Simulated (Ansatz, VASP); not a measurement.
# One calculation of CaO, two programs

```
Ca O
1.0
     0.00000    2.39755    2.39755
     2.39755    0.00000    2.39755
     2.39755    2.39755    0.00000
Ca O
1 1
Direct
  0.00000 0.00000 0.00000
  0.50000 0.50000 0.50000
```

Alike in both runs: task single point; functional r2SCAN; k mesh 8 × 8 × 8; no spin polarisation.

|  | VASP | Ansatz |
| --- | --- | --- |
| version | VASP 6.6.1 | Ansatz 0.2.0 |
| potentials or method | VASP PAW PBE potentials, release 64 (Ca_sv, O_h) | plane waves, PAW |
| plane-wave cutoff (eV) | 910 | 500 |
| occupations | gaussian, width 0.01 eV | fixed |
| valence electrons in the cell | 16 | 16 |

```tsv
	VASP	Ansatz	Ansatz less VASP
gap on the k mesh at the Fermi level (eV)	4.19	4.20	+0.008
```

VASP's potentials were made for PBE, not for r2SCAN.

Noted on VASP's run: the cutoff is short for stress, so the pressure is rough.
